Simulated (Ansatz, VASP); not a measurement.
**Two plane-wave programs on Ga2O3**

```
Ga O
1.0
     3.13140    0.00000    0.00000
    -1.56570    2.71187    0.00000
     0.00000    0.00000    8.61593
Ga O
2 3
Direct
  0.33333 0.66667 0.79607
  0.33333 0.66667 0.20393
  0.33333 0.66667 0.00000
  0.66667 0.33333 0.27996
  0.66667 0.33333 0.72004
```

Alike in both runs: task relaxation of cell and atoms; functional PBE; k mesh 12 × 12 × 4; occupations gaussian, width 0.02 eV; no spin polarisation.

|  | VASP | Ansatz |
| --- | --- | --- |
| version | VASP 6.6.1 | Ansatz 0.2.0 |
| potentials or method | VASP PAW PBE potentials, release 64 (Ga_d, O), cutoff 600 eV | scalar-relativistic, plane waves, PAW |
| valence electrons in the cell | 44 | 44 |

```tsv
	VASP	Ansatz	Ansatz less VASP
gap on the k mesh at the Fermi level, each at its own relaxed structure (eV)	0.63	0.71	+0.078
relaxed volume (Å³/atom)	14.66	15.27	+0.611
relaxed length of the cell vector where the two differ most in proportion (Å)	8.623	8.992	+0.3683
```
